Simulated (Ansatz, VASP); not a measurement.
## Sb: VASP beside Ansatz

```xyz
2
Lattice="4.2314 0.0000 0.0000 -2.1157 3.6645 0.0000 0.0000 0.0000 28.0000" Properties=species:S:1:pos:R:3 pbc="T T T"
Sb    0.0000    2.4430   14.7963
Sb    2.1157    1.2215   13.2037
```

Change from the starting cell: biaxial strain +0.040, atoms relaxed.

Alike in both runs: functional PBE; dispersion D3(BJ); k mesh 9 × 9 × 1; occupations gaussian, width 0.02 eV; no spin polarisation.

Ansatz relaxed the structure, and its values are those at the end. VASP's run is a single point on that final structure, the one shown.

|  | VASP | Ansatz |
| --- | --- | --- |
| version | VASP 6.6.1 | Ansatz 0.2.0 |
| potentials or method | VASP PAW PBE potentials, release 64 (Sb_d_GW), cutoff 400 eV | scalar-relativistic, plane waves, PAW |
| valence electrons in the cell | 30 | 30 |

|  | VASP | Ansatz | Ansatz less VASP |
| --- | --- | --- | --- |
| gap on the k mesh at the Fermi level (eV) | 1.43 | 1.43 | -0.001 |
| least direct gap on the mesh (eV) | 1.43 | 1.43 | -0.001 |

Ansatz's warnings: stress scf threshold loose.

Neither program's run includes spin-orbit coupling.
